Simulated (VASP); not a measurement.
Input of a VASP 6.6.1 run:

File INCAR:

```
ALGO = Normal
EDIFF = 1E-7
ENCUT = 520
GGA = PS
ISIF = 2
ISMEAR = 0
LASPH = True
LCHARG = False
LREAL = False
LWAVE = False
NBANDS = 11
NELM = 80
PREC = Accurate
SIGMA = 0.05
```

The input KPOINTS:

```
k-points
0
Gamma
  10 10 10
```

File POSCAR:

```
AlN
1.0
   -0.2305570348      2.0750133135      2.0750133135
    2.0750133135     -0.2305570348      2.0750133135
    2.0750133135      2.0750133135     -0.2305570348
Al N
1 1
Direct
    0.0000000000      0.0000000000      0.0000000000
    0.7500000000      0.7500000000      0.7500000000
```

Potentials or basis: VASP PAW PBE potentials, release 64 (Al, N).

Run with:

```console
$ cat potpaw_PBE.64/Al/POTCAR potpaw_PBE.64/N/POTCAR > POTCAR
$ mpirun -np 1 vasp_std > vasp.out
```

Predict the largest force.

3.365 eV/Å.

What does it give for the pressure?

9.5 GPa.

Estimate the band gap on the k mesh.

2.56 eV, indirect (least direct gap 3.27 eV).

Forces in eV/Å, atoms in the order of the input:
```
Al   1.943  1.943  1.943
N   -1.943 -1.943 -1.943
```

Caveat: the PAW data sets were made with another functional, which shifts forces and pressure a little. A k mesh can miss the band edges.
